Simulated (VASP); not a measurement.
# Si63Se (a cell with a defect) in VASP: notebook

Runs on Si63Se (a cell with a defect). Level: PBEsol. Tasks: single point.

Program: VASP 6.6.1. These are calculated values, not measurements. Logs are shortened: lines on timing, memory, paths and dates and some standing lists are left out, and cuts for length are marked.

### 1 The cell of the first run

The cell holds a defect, 64 atoms: a = 10.866 Å, b = 10.866 Å, c = 10.866 Å, α = 90.00°, β = 90.00°, γ = 90.00°.

### 2 Single point, PBEsol

INCAR reads:

```
PREC = Accurate
ENCUT = 400
EDIFF = 1E-6
ISMEAR = -1
SIGMA = 0.05
LREAL = Auto
LASPH = T
NELM = 120
ALGO = Normal
ISIF = 2
LWAVE = F
LCHARG = T
GGA = PS
LELF = T
LVHAR = T
ISYM = -1
NBANDS = 167
GGA_COMPAT = F
```

KPOINTS reads:

```
explicit points
1
Reciprocal
  0.25000000   0.25000000   0.25000000 1
```

POSCAR reads:

```
Si63Se
1.0
   10.8655790000      0.0000000000      0.0000000000
    0.0000000000     10.8655790000      0.0000000000
    0.0000000000      0.0000000000     10.8655790000
Si Se
63 1
Direct
    0.9999350000      0.9999720000      0.0000650000
    0.9976830000      0.9979570000      0.4980490000
    0.9976780000      0.4980420000      0.9978800000
    0.0010540000      0.5006120000      0.5005940000
    0.4978830000      0.9979190000      0.9978230000
    0.5005280000      0.0010870000      0.5006260000
    0.5005450000      0.5005930000      0.0011700000
    0.1253780000      0.1253960000      0.1256030000
    0.1236190000      0.1237550000      0.6243070000
    0.1234510000      0.6242650000      0.1236490000
    0.1260670000      0.6261630000      0.6264100000
    0.6240780000      0.1237250000      0.1238220000
    0.6261790000      0.1259450000      0.6264430000
    0.6261570000      0.6261550000      0.1263190000
    0.6290350000      0.6290870000      0.6292560000
    0.2499950000      0.2501820000      0.9996690000
    0.2484800000      0.2486280000      0.4991870000
    0.2489510000      0.7499010000      0.0003390000
    0.2484010000      0.7533490000      0.5016640000
    0.7497300000      0.2491010000      0.0003620000
    0.7531400000      0.2486220000      0.5017110000
    0.7499920000      0.7500620000      0.9994650000
    0.7495210000      0.7497440000      0.4969940000
    0.3751950000      0.3751850000      0.1250750000
    0.3656710000      0.3654380000      0.6388580000
    0.3744890000      0.8748700000      0.1248850000
    0.3748980000      0.8768660000      0.6254840000
    0.8747440000      0.3745330000      0.1250350000
    0.8769470000      0.3749140000      0.6255520000
    0.8750220000      0.8750420000      0.1250260000
    0.8738870000      0.8738700000      0.6256520000
    0.2500610000      0.9993540000      0.2501800000
    0.2490180000      0.0002210000      0.7498600000
    0.2483340000      0.4990780000      0.2483850000
    0.2487770000      0.5014010000      0.7532200000
    0.7497710000      0.0002500000      0.2490710000
    0.7500920000      0.9991410000      0.7502620000
    0.7530700000      0.5013760000      0.2489290000
    0.7496730000      0.4968890000      0.7497400000
    0.3750190000      0.1249690000      0.3752650000
    0.3743070000      0.1249510000      0.8749110000
    0.3644450000      0.6397910000      0.3647650000
    0.3747940000      0.6254800000      0.8770400000
    0.8746360000      0.1249370000      0.3745930000
    0.8749570000      0.1249290000      0.8752290000
    0.8767530000      0.6254830000      0.3750670000
    0.8737330000      0.6255690000      0.8740290000
    0.9993920000      0.2501020000      0.2502310000
    0.0002170000      0.2490510000      0.7500150000
    0.0001630000      0.7498540000      0.2492350000
    0.9992030000      0.7500300000      0.7502340000
    0.4989530000      0.2485670000      0.2487550000
    0.5014120000      0.2485880000      0.7533510000
    0.5013500000      0.7532870000      0.2486770000
    0.4968070000      0.7496570000      0.7498290000
    0.1249650000      0.3752400000      0.3752020000
    0.1248650000      0.3745810000      0.8749080000
    0.1247460000      0.8748900000      0.3746370000
    0.1248690000      0.8750890000      0.8750720000
    0.6388600000      0.3653240000      0.3657580000
    0.6253810000      0.3749240000      0.8769550000
    0.6253910000      0.8769370000      0.3749340000
    0.6254580000      0.8738950000      0.8740490000
    0.4965540000      0.4967860000      0.4966710000
```

Potentials or basis: VASP PAW PBE potentials, release 64 (Si, Se).

Launch:

```
> cat potpaw_PBE.64/Si/POTCAR potpaw_PBE.64/Se/POTCAR > POTCAR
> mpirun -np 1 vasp_std > vasp.out
```

OUTCAR:

```text
PREC = Accurate
   ENCUT = 400
   EDIFF = 1E-6
   ISMEAR = -1
   LREAL = Auto
   LASPH = T
   NELM = 120
   ISIF = 2
   GGA = PS
   ISYM = -1

 ion  position               nearest neighbor table
   1  1.000  1.000  0.000-  45 2.35  30 2.35  59 2.35   8 2.36
   2  0.998  0.998  0.498-  44 2.34  58 2.34  31 2.36   9 2.37
   3  0.998  0.498  0.998-  28 2.34  57 2.34  47 2.35  10 2.37
   4  0.001  0.501  0.501-  56 2.35  46 2.35  29 2.35  11 2.36
   5  0.498  0.998  0.998-  26 2.34  41 2.34  63 2.36  12 2.37
   6  0.501  0.001  0.501-  62 2.35  27 2.35  40 2.35  13 2.36
[... 56 lines left out ...]
  63  0.625  0.874  0.874-  37 2.34  22 2.34   5 2.36  55 2.37
  64  0.497  0.497  0.497-  15 2.49  25 2.54  60 2.54  42 2.56

IMPORTANT INFORMATION: All symmetrisations will be switched off!
NOSYMM: (Re-)initialisation of all symmetry stuff for point group C_1.

----------------------------------------------------------------------------------------

                                     Primitive cell

  volume of cell :    1282.7990

  direct lattice vectors                    reciprocal lattice vectors
    10.865579000  0.000000000  0.000000000     0.092033752  0.000000000  0.000000000
     0.000000000 10.865579000  0.000000000     0.000000000  0.092033752  0.000000000
     0.000000000  0.000000000 10.865579000     0.000000000  0.000000000  0.092033752

  length of vectors
    10.865579000 10.865579000 10.865579000     0.092033752  0.092033752  0.092033752

  position of ions in fractional coordinates (direct lattice)
     0.999935000  0.999972000  0.000065000
     0.997683000  0.997957000  0.498049000
     0.997678000  0.498042000  0.997880000
     0.001054000  0.500612000  0.500594000
     0.497883000  0.997919000  0.997823000
     0.500528000  0.001087000  0.500626000
[... 56 lines left out ...]
     0.625458000  0.873895000  0.874049000
     0.496554000  0.496786000  0.496671000

  ion indices of the primitive-cell ions
   primitive index   ion index
                 1           1
                 2           2
                 3           3
                 4           4
                 5           5
                 6           6
[... 56 lines left out ...]
                63          63
                64          64

----------------------------------------------------------------------------------------

 KPOINTS: explicit points

Read explicit list of k-points.

 Found      1 k-points:

 Following reciprocal coordinates:
            Coordinates               Weight
  0.250000  0.250000  0.250000      1.000000
   k-points           NKPTS =      1   k-points in BZ     NKDIM =      1   number of bands    NBANDS=    167
   number of dos      NEDOS =    301   number of ions     NIONS =     64
   total plane-waves  NPLWV = 373248
   dimension x,y,z NGX =    72 NGY =   72 NGZ =   72
   dimension x,y,z NGXF=   144 NGYF=  144 NGZF=  144
   ions per type =              63   1
   NGX,Y,Z   is equivalent  to a cutoff of  11.02, 11.02, 11.02 a.u.
   NGXF,Y,Z  is equivalent  to a cutoff of  22.03, 22.03, 22.03 a.u.
 SYSTEM =  unknown system
   PREC   = accura    normal or accurate (medium, high low for compatibility)
   ISTART =      0    job   : 0-new  1-cont  2-samecut
   ICHARG =      2    charge: 1-file 2-atom 10-const
   ISPIN  =      1    spin polarized calculation?
   LNONCOLLINEAR =      F non collinear calculations
   LSORBIT =      F    spin-orbit coupling
   LASPH  =      T    aspherical Exc in radial PAW
   ENCUT  =  400.0 eV  29.40 Ry    5.42 a.u.  17.72 17.72 17.72*2*pi/ulx,y,z
   NELM   =    120;   NELMIN=  2; NELMDL= -5     # of ELM steps
   EDIFF  = 0.1E-05   stopping-criterion for ELM
   LREAL  =      T    real-space projection
   EDIFFG = 0.1E-04   stopping-criterion for IOM
   NSW    =      0    number of steps for IOM
   IBRION =     -1    ionic relax: 0-MD 1-quasi-New 2-CG
   NFREE  =      0    steps in history (QN), initial steepest desc. (CG)
   ISIF   =      2    stress and relaxation
   ISYM   =     -1    0-nonsym 1-usesym 2-fastsym
   POTIM  = 0.5000    time-step for ionic-motion
   TEBEG  =    0.0;   TEEND  =   0.0 temperature during run
   PSTRESS=    0.0 pullay stress
   NELECT =     258.0000    total number of electrons
   NUPDOWN=      -1.0000    fix difference up-down
   EMIN   =  10.00;   EMAX   =-10.00  energy-range for DOS
   EFERMI =   0.00;   METHOD = LEGACY
   ISMEAR =    -1;   SIGMA  =   0.05  broadening in eV -4-tet -1-fermi 0-gaus
   EFERMI_NEDOS =   21; number of points for ismear=-14 and -15
   IALGO  =     38    algorithm
   IMIX   =      4    mixing-type and parameters
     AMIX     =   0.40;   BMIX     =  1.00
     AMIX_MAG =   1.60;   BMIX_MAG =  1.00
  volume/ion in A,a.u.               =      20.04       135.26
  Fermi-wavevector in a.u.,A,eV,Ry     =   0.959169  1.812567 12.517434  0.920005
  Thomas-Fermi vector in A             =   2.088341
   LORBIT       =      0    0 simple, 1 ext, 2 COOP (PROOUT), +10 PAW based schemes
   GGA     = PS    functional components
   LHFCALC =     F    Hartree Fock is set to
   AEXX    =    0.0000 exact exchange contribution
   IVDW    =     0    specifies the selected vdW correction
   LEPSILON=     F    determine dielectric tensor
   LRPA    =     F    only Hartree local field effects (RPA)
 non-spin polarized calculation
  energy-cutoff  :      400.00
  volume of cell :     1282.80
 maximum number of plane-waves:     23294
 NGX is ok and might be reduce to    70
   NGX = 35   NGY = 35   NGZ = 35

 number of electron     257.9999973 magnetization

 Free energy of the ion-electron system (eV)
  ---------------------------------------------------
  ext. energy  EPLUGINS =         0.00000000
  ---------------------------------------------------
  free energy    TOTEN  =      -364.84026719 eV

  energy without entropy =     -364.81830960  energy(sigma->0) =     -364.82928839

 E-fermi :   6.3242     XC(G=0):  -9.5679

 val. band max:        6.1322523129   @ k =   0.2500   0.2500   0.2500
 cond. band min:       6.5513348151   @ k =   0.2500   0.2500   0.2500
 fundamental gap:      0.4190825022
 Fermi energy:         6.3242227799

 k-point     1 :       0.2500    0.2500    0.2500
  band No.  band energies     occupation
      1      -8.6513      2.00000
      2      -5.9555      2.00000
      3      -5.4922      2.00000
      4      -5.4917      2.00000
      5      -5.3226      2.00000
      6      -4.9797      2.00000
[... 133 lines left out ...]
    140       7.6283      0.00000
    141       7.6511      0.00000
 [bands above 141 left out]

------------------------ aborting loop because EDIFF is reached ----------------------------------------

  FORCE on cell =-STRESS in cart. coord.  units (eV):
  Direction    XX          YY          ZZ          XY          YZ          ZX
  --------------------------------------------------------------------------------------
  -------------------------------------------------------------------------------------
  Total        2.6804331      2.6996024      2.6725510    -12.5965716    -12.5801291    -12.5184660
  in kB        3.3477801      3.3717220      3.3379357    -15.7327384    -15.7122022    -15.6351868
  external PRESSURE =       3.3524793 kB  Pullay stress =       0.0000000 kB

 VOLUME and BASIS-vectors are now :
 -----------------------------------------------------------------------------
  energy-cutoff  :      400.00
  volume of cell :     1282.80
      direct lattice vectors                 reciprocal lattice vectors
    10.865579000  0.000000000  0.000000000     0.092033752  0.000000000  0.000000000
     0.000000000 10.865579000  0.000000000     0.000000000  0.092033752  0.000000000
     0.000000000  0.000000000 10.865579000     0.000000000  0.000000000  0.092033752

 POSITION                                       TOTAL-FORCE (eV/Angst)
 -----------------------------------------------------------------------------------
     10.86487     10.86527      0.00071         0.001163      0.001283     -0.000491
     10.84040     10.84338      5.41159         0.000094     -0.002337      0.005432
     10.84035      5.41151     10.84254        -0.001543     -0.000616     -0.002841
      0.01145      5.43944      5.43924         0.000018     -0.001783      0.005564
      5.40979     10.84297     10.84192         0.002286      0.003875      0.002880
      5.43853      0.01181      5.43959        -0.003135      0.002347     -0.002235
[... 56 lines left out ...]
      6.79596      9.49538      9.49705        -0.002341     -0.002721      0.001351
      5.39535      5.39787      5.39662        -0.000687      0.029009     -0.000095
 -----------------------------------------------------------------------------------
    total drift:                               -0.002820     -0.005052     -0.005706

  FREE ENERGIE OF THE ION-ELECTRON SYSTEM (eV)
  ---------------------------------------------------
  free  energy   TOTEN  =      -364.8402671879 eV

  energy  without entropy=     -364.8183095955  energy(sigma->0) =     -364.82928839
```

Wall time 3.2 min (1 thread of Intel Xeon Platinum 8488C (Sapphire Rapids), shared host); peak memory 0.72 GiB.

Results:

```yaml
Free_energy: -364.8403 eV
Pressure: 0.3 GPa
Largest_force: 0.044 eV/Å
```

Forces in eV/Å, atoms in the order of the input:
```
Si   0.001  0.001  0.000
Si   0.000 -0.002  0.005
Si  -0.002 -0.001 -0.003
Si   0.000 -0.002  0.006
Si   0.002  0.004  0.003
Si  -0.003  0.002 -0.002
Si  -0.002  0.000 -0.001
Si  -0.001  0.002 -0.001
Si  -0.004 -0.008 -0.004
Si   0.000 -0.004  0.000
Si  -0.002 -0.004 -0.007
Si  -0.004 -0.002 -0.008
Si  -0.002  0.005 -0.006
Si  -0.004 -0.002  0.000
Si  -0.017 -0.016 -0.018
Si   0.001 -0.003 -0.002
Si   0.007  0.005 -0.009
Si  -0.001 -0.002  0.000
Si  -0.004 -0.002  0.015
Si  -0.002  0.000  0.005
Si  -0.005 -0.001  0.016
Si  -0.004  0.001  0.003
Si   0.003 -0.004  0.006
Si   0.002  0.006  0.005
Si  -0.014 -0.008  0.003
Si  -0.007 -0.001  0.000
Si   0.006  0.002  0.004
Si  -0.003 -0.007  0.000
Si  -0.001  0.004 -0.002
Si   0.000 -0.001  0.005
Si   0.001  0.002 -0.008
Si   0.001  0.005  0.004
Si   0.000  0.005 -0.005
Si   0.003 -0.004  0.003
Si   0.002  0.007 -0.004
Si  -0.002  0.002  0.003
Si   0.000  0.007  0.001
Si  -0.002  0.012  0.000
Si  -0.003  0.000  0.000
Si   0.004  0.003  0.007
Si  -0.005  0.003 -0.001
Si   0.016 -0.038  0.015
Si   0.007 -0.003 -0.001
Si   0.000  0.004 -0.006
Si   0.002  0.007 -0.004
Si   0.000  0.000  0.002
Si   0.002 -0.004 -0.003
Si   0.001  0.002  0.002
Si  -0.001  0.001 -0.001
Si  -0.002 -0.004 -0.003
Si   0.002  0.000 -0.001
Si   0.000  0.005  0.004
Si   0.013  0.003 -0.008
Si   0.021  0.002 -0.004
Si   0.002  0.001 -0.003
Si   0.002  0.000  0.005
Si   0.002 -0.006  0.000
Si   0.000  0.002 -0.004
Si   0.005 -0.001  0.003
Si  -0.007 -0.008 -0.012
Si   0.001  0.005 -0.001
Si  -0.005 -0.002  0.005
Si  -0.002 -0.003  0.001
Se  -0.001  0.029  0.000
```

Stress tensor (GPa, compression positive):
```
 0.33 -1.57 -1.56
-1.57  0.34 -1.57
-1.56 -1.57  0.33
```

Levels at points of the mesh, in eV from the Fermi level:
| k point | band 125 | band 126 | band 127 | band 128 | band 129 | band 130 | band 131 | band 132 | band 133 | band 134 |
| --- | --- | --- | --- | --- | --- | --- | --- | --- | --- | --- |
| (0.25, 0.25, 0.25) | -1.40 | -1.35 | -0.92 | -0.91 | -0.19 | 0.23 | 0.23 | 0.46 | 0.63 | 0.63 |

Caveat: the PAW data sets were made with another functional, which shifts forces and pressure a little.

(Continued in part 2 of 2.)
